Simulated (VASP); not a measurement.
# Sc3Si2 (R-3c) in VASP: a series of runs

The runs below take Sc3Si2 through single point, relaxation of cell and atoms, with PBE.

All numbers are computed with VASP 6.6.1; they aren't measurements. Logs are shortened: lines on timing, memory, paths and dates and some standing lists are left out, and cuts for length are marked.

## (1) The cell of the first run

The structure is trigonal, space group R-3c (No. 167). Conventional cell: a = 6.739 Å, b = 6.739 Å, c = 17.959 Å, α = 90.00°, β = 90.00°, γ = 120.00°. Within 3.8 Å of Sc (site symmetry 2) lie 4 Si at 2.66 to 2.70 Å and 8 Sc at 3.60 to 3.80 Å. Si (site symmetry 3) has 6 Sc at 2.66 to 2.70 Å and 1 Si at 3.43 Å within 3.5 Å.

## (2) Single point, PBE

Input file INCAR:

```
  PREC = Accurate
  ENCUT = 520
  EDIFF = 1E-6
  ISMEAR = 0
  SIGMA = 0.1
  LREAL = False
  LASPH = True
  NELM = 80
  ALGO = Fast
  ISIF = 2
  LWAVE = False
  LCHARG = True
  GGA = PE
  LELF = True
  LVHAR = True
  NBANDS = 52
```

Input file KPOINTS:

```
Automatic mesh
0
Gamma
  3 3 3
```

Input file POSCAR:

```
Sc3Si2
1.0
    3.3693369537      1.9452875972      5.9863368401
   -3.3693369537      1.9452875972      5.9863368401
    0.0000000000     -3.8905751944      5.9863368401
Sc Si
6 4
Direct
    0.0584752090      0.4415247910      0.7500000000
    0.7500000000      0.0584752090      0.4415247910
    0.4415247910      0.7500000000      0.0584752090
    0.9415247910      0.5584752090      0.2500000000
    0.2500000000      0.9415247910      0.5584752090
    0.5584752090      0.2500000000      0.9415247910
    0.8455091691      0.8455091691      0.8455091691
    0.6544908309      0.6544908309      0.6544908309
    0.1544908309      0.1544908309      0.1544908309
    0.3455091691      0.3455091691      0.3455091691
```

Potentials or basis: VASP PAW PBE potentials, release 64 (Sc_sv, Si).

Command:

```bash
> cat potpaw_PBE.64/Sc_sv/POTCAR potpaw_PBE.64/Si/POTCAR > POTCAR
> mpirun -np 1 vasp_std > vasp.out
```

OUTCAR:

```text
PREC = Accurate
   ENCUT = 520
   EDIFF = 1E-6
   ISMEAR = 0
   LREAL = False
   LASPH = True
   NELM = 80
   ISIF = 2
   GGA = PE

 ion  position               nearest neighbor table
   1  0.058  0.442  0.750-   9 2.66  10 2.66   7 2.70   8 2.70
   2  0.750  0.058  0.442-   9 2.66  10 2.66   7 2.70   8 2.70
   3  0.442  0.750  0.058-  10 2.66   9 2.66   7 2.70   8 2.70
   4  0.942  0.558  0.250-   7 2.66   8 2.66   9 2.70  10 2.70
   5  0.250  0.942  0.558-   7 2.66   8 2.66   9 2.70  10 2.70
   6  0.558  0.250  0.942-   8 2.66   7 2.66   9 2.70  10 2.70
   7  0.846  0.846  0.846-   5 2.66   4 2.66   6 2.66   3 2.70   2 2.70   1 2.70
   8  0.654  0.654  0.654-   6 2.66   4 2.66   5 2.66   3 2.70   2 2.70   1 2.70
   9  0.154  0.154  0.154-   2 2.66   1 2.66   3 2.66   5 2.70   6 2.70   4 2.70
  10  0.346  0.346  0.346-   3 2.66   1 2.66   2 2.66   5 2.70   6 2.70   4 2.70

  LATTYP: Found a trigonal (rhomboedric) cell.
 ALAT       =     7.1395240812
 COS(alpha) =     0.5545690803

  Lattice vectors:

 A1 = (   3.3693369537,   1.9452875972,   5.9863368401)
 A2 = (  -3.3693369537,   1.9452875972,   5.9863368401)
 A3 = (   0.0000000000,  -3.8905751944,   5.9863368401)

Analysis of symmetry for initial positions (statically):
=====================================================================
 Subroutine PRICEL returns:
 Original cell was already a primitive cell.

 Routine SETGRP: Setting up the symmetry group for a
 trigonal (rhombohedral) supercell.

 Subroutine GETGRP returns: Found 12 space group operations
 (whereof  6 operations were pure point group operations)
 out of a pool of 12 trial point group operations.

The static configuration has the point symmetry S_6 .
 The point group associated with its full space group is D_3d.

Analysis of symmetry for dynamics (positions and initial velocities):
=====================================================================
 Subroutine PRICEL returns:
 Original cell was already a primitive cell.

 Routine SETGRP: Setting up the symmetry group for a
 trigonal (rhombohedral) supercell.

 Subroutine GETGRP returns: Found 12 space group operations
 (whereof  6 operations were pure point group operations)
 out of a pool of 12 trial point group operations.

The dynamic configuration has the point symmetry S_6 .
 The point group associated with its full space group is D_3d.

 Subroutine INISYM returns: Found 12 space group operations
 (whereof  6 operations are pure point group operations),
 and found     1 'primitive' translations

----------------------------------------------------------------------------------------

                                     Primitive cell

  volume of cell :     235.4185

  direct lattice vectors                    reciprocal lattice vectors
     3.369336954  1.945287597  5.986336840     0.148397150  0.085677134  0.055682355
    -3.369336954  1.945287597  5.986336840    -0.148397150  0.085677134  0.055682355
     0.000000000 -3.890575194  5.986336840     0.000000000 -0.171354269  0.055682355

  length of vectors
     7.139524081  7.139524081  7.139524081     0.180174388  0.180174388  0.180174388

  position of ions in fractional coordinates (direct lattice)
     0.058475209  0.441524791  0.750000000
     0.750000000  0.058475209  0.441524791
     0.441524791  0.750000000  0.058475209
     0.941524791  0.558475209  0.250000000
     0.250000000  0.941524791  0.558475209
     0.558475209  0.250000000  0.941524791
     0.845509169  0.845509169  0.845509169
     0.654490831  0.654490831  0.654490831
     0.154490831  0.154490831  0.154490831
     0.345509169  0.345509169  0.345509169

  ion indices of the primitive-cell ions
   primitive index   ion index
                 1           1
                 2           2
                 3           3
                 4           4
                 5           5
                 6           6
                 7           7
                 8           8
                 9           9
                10          10

----------------------------------------------------------------------------------------

 KPOINTS: Automatic mesh

Automatic generation of k-mesh.
 Grid dimensions read from file:
 generate k-points for:    3    3    3

 Generating k-lattice:

  Cartesian coordinates                     Fractional coordinates (reciprocal lattice)
     0.049465717  0.028559045  0.018560785     0.333333333  0.000000000 -0.000000000
    -0.049465717  0.028559045  0.018560785     0.000000000  0.333333333 -0.000000000
     0.000000000 -0.057118090  0.018560785    -0.000000000 -0.000000000  0.333333333

  Length of vectors
     0.060058129  0.060058129  0.060058129

  Shift w.r.t. Gamma in fractional coordinates (k-lattice)
     0.000000000  0.000000000  0.000000000

 Subroutine IBZKPT returns following result:
 ===========================================

 Found      6 irreducible k-points:

 Following reciprocal coordinates:
            Coordinates               Weight
  0.000000  0.000000  0.000000      1.000000
  0.333333 -0.000000  0.000000      6.000000
  0.333333  0.333333  0.000000      6.000000
 -0.333333  0.333333  0.000000      6.000000
  0.333333  0.333333  0.333333      2.000000
 -0.333333  0.333333  0.333333      6.000000
   k-points           NKPTS =      6   k-points in BZ     NKDIM =      6   number of bands    NBANDS=     52
   number of dos      NEDOS =    301   number of ions     NIONS =     10
   total plane-waves  NPLWV = 157464
   dimension x,y,z NGX =    54 NGY =   54 NGZ =   54
   dimension x,y,z NGXF=   108 NGYF=  108 NGZF=  108
   ions per type =               6   4
   NGX,Y,Z   is equivalent  to a cutoff of  12.57, 12.57, 12.57 a.u.
   NGXF,Y,Z  is equivalent  to a cutoff of  25.15, 25.15, 25.15 a.u.
 SYSTEM =  unknown system
   PREC   = accura    normal or accurate (medium, high low for compatibility)
   ISTART =      0    job   : 0-new  1-cont  2-samecut
   ICHARG =      2    charge: 1-file 2-atom 10-const
   ISPIN  =      1    spin polarized calculation?
   LNONCOLLINEAR =      F non collinear calculations
   LSORBIT =      F    spin-orbit coupling
   LASPH  =      T    aspherical Exc in radial PAW
   ENCUT  =  520.0 eV  38.22 Ry    6.18 a.u.  13.27 13.27 13.27*2*pi/ulx,y,z
   NELM   =     80;   NELMIN=  2; NELMDL= -5     # of ELM steps
   EDIFF  = 0.1E-05   stopping-criterion for ELM
   LREAL  =      F    real-space projection
   EDIFFG = 0.1E-04   stopping-criterion for IOM
   NSW    =      0    number of steps for IOM
   IBRION =     -1    ionic relax: 0-MD 1-quasi-New 2-CG
   NFREE  =      0    steps in history (QN), initial steepest desc. (CG)
   ISIF   =      2    stress and relaxation
   ISYM   =      2    0-nonsym 1-usesym 2-fastsym
   POTIM  = 0.5000    time-step for ionic-motion
   TEBEG  =    0.0;   TEEND  =   0.0 temperature during run
   PSTRESS=    0.0 pullay stress
   NELECT =      82.0000    total number of electrons
   NUPDOWN=      -1.0000    fix difference up-down
   EMIN   =  10.00;   EMAX   =-10.00  energy-range for DOS
   EFERMI =   0.00;   METHOD = LEGACY
   ISMEAR =     0;   SIGMA  =   0.10  broadening in eV -4-tet -1-fermi 0-gaus
   EFERMI_NEDOS =   21; number of points for ismear=-14 and -15
   IALGO  =     68    algorithm
   IMIX   =      4    mixing-type and parameters
     AMIX     =   0.40;   BMIX     =  1.00
     AMIX_MAG =   1.60;   BMIX_MAG =  1.00
  volume/ion in A,a.u.               =      23.54       158.87
  Fermi-wavevector in a.u.,A,eV,Ry     =   1.151859  2.176697 18.051919  1.326779
  Thomas-Fermi vector in A             =   2.288514
   LORBIT       =      0    0 simple, 1 ext, 2 COOP (PROOUT), +10 PAW based schemes
   GGA     = PE    functional components
   LHFCALC =     F    Hartree Fock is set to
   AEXX    =    0.0000 exact exchange contribution
   IVDW    =     0    specifies the selected vdW correction
   LEPSILON=     F    determine dielectric tensor
   LRPA    =     F    only Hartree local field effects (RPA)
 non-spin polarized calculation
 RMM-DIIS sequential band-by-band and
 Gauss-broadening in eV      SIGMA  =   0.10
  energy-cutoff  :      520.00
  volume of cell :      235.42
 maximum number of plane-waves:      6349
 NGX is ok and might be reduce to    54
   NGX = 27   NGY = 27   NGZ = 27

 number of electron      82.0000000 magnetization

 Free energy of the ion-electron system (eV)
  ---------------------------------------------------
  ext. energy  EPLUGINS =         0.00000000
  ---------------------------------------------------
  free energy    TOTEN  =       -63.15898341 eV

  energy without entropy =      -63.10760942  energy(sigma->0) =      -63.13329642

 E-fermi :   4.0784     XC(G=0):  -9.5082

 val. band max:        4.0600408628   @ k =  -0.3333   0.3333   0.3333
 cond. band min:       4.1329386798   @ k =  -0.3333   0.3333   0.0000
 fundamental gap:      0.0728978170
 Fermi energy:         4.0783783878

 k-point     1 :       0.0000    0.0000    0.0000
  band No.  band energies     occupation
      1     -45.5566      2.00000
      2     -45.5461      2.00000
      3     -45.5461      2.00000
      4     -45.5460      2.00000
      5     -45.5440      2.00000
      6     -45.5440      2.00000
[... 44 lines left out ...]
     51       5.3794      0.00000
     52       5.8231      0.00000

 k-point     2 :       0.3333   -0.0000    0.0000
  band No.  band energies     occupation
      1     -45.5541      2.00000
      2     -45.5491      2.00000
      3     -45.5458      2.00000
      4     -45.5448      2.00000
      5     -45.5448      2.00000
      6     -45.5441      2.00000
[... 44 lines left out ...]
     51       5.9550      0.00000
     52       6.1077      0.00000
[... 163 lines left out ...]
     51       5.8372      0.00000
     52       6.2923      0.00000

 k-point     6 :      -0.3333    0.3333    0.3333
  band No.  band energies     occupation
      1     -45.5508      2.00000
      2     -45.5504      2.00000
      3     -45.5470      2.00000
      4     -45.5465      2.00000
      5     -45.5441      2.00000
      6     -45.5439      2.00000
[... 44 lines left out ...]
     51       6.1894      0.00000
     52       6.2916      0.00000

------------------------ aborting loop because EDIFF is reached ----------------------------------------

  FORCE on cell =-STRESS in cart. coord.  units (eV):
  Direction    XX          YY          ZZ          XY          YZ          ZX
  --------------------------------------------------------------------------------------
  -------------------------------------------------------------------------------------
  Total        0.3400695      0.3400695      0.3741209      0.0000000     -0.0000000     -0.0000000
  in kB        2.3143957      2.3143957      2.5461377      0.0000000     -0.0000000     -0.0000000
  external PRESSURE =       2.3916431 kB  Pullay stress =       0.0000000 kB

 VOLUME and BASIS-vectors are now :
 -----------------------------------------------------------------------------
  energy-cutoff  :      520.00
  volume of cell :      235.42
      direct lattice vectors                 reciprocal lattice vectors
     3.369336954  1.945287597  5.986336840     0.148397150  0.085677134  0.055682355
    -3.369336954  1.945287597  5.986336840    -0.148397150  0.085677134  0.055682355
     0.000000000 -3.890575194  5.986336840     0.000000000 -0.171354269  0.055682355

 POSITION                                       TOTAL-FORCE (eV/Angst)
 -----------------------------------------------------------------------------------
     -1.29062     -1.94529      7.48292         0.003520     -0.000000      0.000000
      2.32998     -0.14507      7.48292        -0.001760      0.003048      0.000000
     -1.03936      2.09036      7.48292        -0.001760     -0.003048      0.000000
      1.29062      1.94529     10.47609        -0.003520     -0.000000      0.000000
     -2.32998      0.14507     10.47609         0.001760     -0.003048      0.000000
      1.03936     -2.09036     10.47609         0.001760      0.003048      0.000000
      0.00000      0.00000     15.18451         0.000000     -0.000000      0.015995
      0.00000      0.00000     11.75401         0.000000     -0.000000     -0.015995
      0.00000      0.00000      2.77450         0.000000     -0.000000     -0.015995
      0.00000      0.00000      6.20500         0.000000      0.000000      0.015995
 -----------------------------------------------------------------------------------
    total drift:                               -0.000000     -0.000000      0.000000

  FREE ENERGIE OF THE ION-ELECTRON SYSTEM (eV)
  ---------------------------------------------------
  free  energy   TOTEN  =       -63.1589834085 eV

  energy  without entropy=      -63.1076094243  energy(sigma->0) =      -63.13329642
```

Wall time 3.7 min (1 thread of Intel Xeon Platinum 8259CL at 2.50GHz (Skylake/Cascade Lake), shared host); peak memory 0.41 GiB.

What came out:

```
Free energy            : -63.1590 eV
Pressure               : 0.2 GPa
Largest force          : 0.016 eV/Å
Band gap on the k mesh : zero (bands 41 and 42 overlap by 0.32 eV)
```

Forces on the atoms (eV/Å):
```
Sc   0.004  0.000  0.000
Sc  -0.002  0.003  0.000
Sc  -0.002 -0.003  0.000
Sc  -0.004  0.000  0.000
Sc   0.002 -0.003  0.000
Sc   0.002  0.003  0.000
Si   0.000  0.000  0.016
Si   0.000  0.000 -0.016
Si   0.000  0.000 -0.016
Si   0.000  0.000  0.016
```

Caveat: the k points lie up to 0.38 Å⁻¹ apart.

(Continued in part 2 of 2.)

The gap in the log of VASP goes by the Fermi energy; the results here count the filled bands.